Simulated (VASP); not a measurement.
Wanted: the native input for a VASP 6.6.1 run.

| Quantity | Value |
| --- | --- |
| Task | single point |
| Functional | PBEsol |
| Potentials or basis | VASP PAW PBE potentials, release 64 (Sb) |
| Cutoff | 520 eV |
| k mesh | 16 × 16 × 16 |
| Occupations | fermi-dirac, width 0.05 eV |
| Spin | no spin polarisation |
| Dipole correction | no |
| Further INCAR settings | ALGO = Normal; EDIFF = 1e-06; NBANDS = 8 |

The structure of Sb lies in POSCAR:

```
Sb
1.0
   -1.8136913067      1.8136913067      1.8136913067
    1.8136913067     -1.8136913067      1.8136913067
    1.8136913067      1.8136913067     -1.8136913067
Sb
1
Direct
    0.0000000000      0.0000000000      0.0000000000
```

This cell differs from its parent crystal: volume scaled by 0.92.

The input as run:

INCAR

```
SYSTEM = Sb
ALGO = Normal ; EDIFF = 1E-6
ENCUT = 520 ; GGA = PS
ISIF = 2 ; ISMEAR = -1
LASPH = .TRUE. ; LCHARG = .FALSE.
LREAL = .FALSE. ; LWAVE = .FALSE.
NBANDS = 8 ; NELM = 100
PREC = Accurate ; SIGMA = 0.05
```

KPOINTS

```
k-points
0
G
  16 16 16
  0 0 0
```

Potentials or basis: VASP PAW PBE potentials, release 64 (Sb).

Command:

```sh
$ cat potpaw_PBE.64/Sb/POTCAR > POTCAR
$ mpirun -np 1 vasp_std > vasp.out
```

Results of the run:

```
Pressure : 6.9 GPa
```

Caveat: the PAW data sets were made with another functional, which shifts forces and pressure a little.

Wall time 6.4 s on 1 thread of Intel(R) Xeon(R) 6975P-C (Granite Rapids) (shared host), peak memory 0.15 GiB.
